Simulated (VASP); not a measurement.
# BAs in VASP: one cell, several levels of theory

One table from this session's results is given with a row withheld; the runs are named, their logs left out.

The runs shown are made with VASP 6.6.1. PAW datasets, plane waves. The values are computed, spin-unpolarised, and not measurements.

**The cell**

The cell comes from an earlier relaxation with r2SCAN in another program.

It is cubic, F-43m (No. 216); a = 4.784 Å in the conventional setting, 13.68 Å³ an atom. Near B stand 4 As at 2.07 Å; near As stand 4 B at 2.07 Å.

Coordinates:

```cif
data_structure
_symmetry_space_group_name_H-M 'P 1'
_symmetry_Int_Tables_number 1
_cell_length_a 3.3826
_cell_length_b 3.3826
_cell_length_c 3.3826
_cell_angle_alpha 60.000
_cell_angle_beta 60.000
_cell_angle_gamma 60.000
_cell_volume 27.37
loop_
_atom_site_label
_atom_site_type_symbol
_atom_site_fract_x
_atom_site_fract_y
_atom_site_fract_z
_atom_site_occupancy
B1 B 0.00000 0.00000 0.00000 1
As1 As 0.25000 0.25000 0.25000 1
```

The first run:

Input file INCAR:

```
ENCUT = 520.000000
SIGMA = 0.020000
EDIFF = 1.00e-07
GGA = PE
PREC = Accurate
IBRION = -1
ISIF = 2
ISMEAR = -1
NBANDS = 11
NELM = 120
NSW = 0
LASPH = .TRUE.
LCHARG = .FALSE.
LWAVE = .FALSE.
LREAL = .FALSE.
```

Input file KPOINTS:

```
KPOINTS created by Atomic Simulation Environment
0
Gamma
10 10 10
0 0 0
```

Input file KPOINTS_OPT:

```
special points
7
Reciprocal
0.0000000000 0.0000000000 0.0000000000 1
0.5000000000 0.0000000000 0.5000000000 1
0.5000000000 0.2500000000 0.7500000000 1
0.3750000000 0.3750000000 0.7500000000 1
0.5000000000 0.5000000000 0.5000000000 1
0.6250000000 0.2500000000 0.6250000000 1
0.0000000000 0.4000000000 0.4000000000 1
```

Input file POSCAR:

```
B  As
 1.0000000000000000
     0.0000000000000000    2.3918676084804957    2.3918676084804957
     2.3918676084804957    0.0000000000000000    2.3918676084804957
     2.3918676084804957    2.3918676084804957    0.0000000000000000
 B   As
   1   1
Cartesian
  0.0000000000000000 -0.0000000000000000 -0.0000000000000000
  1.1959338042402479  1.1959338042402479  1.1959338042402479
```

The run uses the recommended PBE PAW datasets (8 valence electrons a neutral cell).

Among the steps run: Single point with PBE; r2SCAN at this geometry; Single point with LDA; PBEsol at this geometry; Single point with PBE+SOC; Dielectric tensor and Born charges, PBE; GW on PBE orbitals, 81 empty bands.

One of the session's tables, all rows but one given; the rest of the session is left out.

| level | gap (eV) | Ansatz: gap (eV) |
| --- | --- | --- |
| PBE | 1.18 | 1.19 |
| r2SCAN | 1.37 | 1.37 |
| LDA | 1.13 | 1.13 |
| PBEsol | ? | ? |
| PBE+SOC | 1.12 | 1.12 |

**Question.** Estimate the row for PBEsol.

As computed: gap (eV): 1.08; Ansatz: gap (eV): 1.09. In the column «gap (eV)» it is the lowest.

VASP's potentials hold 8 valence electrons a cell and Ansatz's 18, so a difference between the two programs can come from the potentials and not from the codes.
